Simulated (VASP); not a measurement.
The system is W.

```
W
1.0
    -1.59282    1.59282    1.59282
     1.59282   -1.59282    1.59282
     1.59282    1.59282   -1.59282
W
1
Direct
  0.00000 0.00000 0.00000
```

Base run:

```yaml
Program: VASP 6.6.1
Functional: SVWN5
Potentials_or_basis: VASP PAW PBE potentials, release 64 (W_sv)
Cutoff: 520 eV
k_mesh: 12 × 12 × 12
Occupations: fermi-dirac, width 0.05 eV
Spin: no spin polarisation
```

Its results: band gap on the k mesh zero (band 7 reaches 15.81 eV, above the bottom of band 8 at 9.58 eV); pressure -14.1 GPa.

Q: The run is repeated on the same cell with these changes: functional from SVWN5 to RPBE; further incar settings from ALGO = Fast; EDIFF = 1e-07; NBANDS = 13 to ALGO = Normal; EDIFF = 1e-07; NBANDS = 13. What comes out?

A: Band gap on the k mesh zero (band 7 reaches 16.27 eV, above the bottom of band 8 at 10.05 eV); pressure 3.9 GPa.

Caveats: the PAW data sets were made with another functional, which shifts forces and pressure a little; spin-orbit coupling is left out, which moves the levels of the heavy elements.
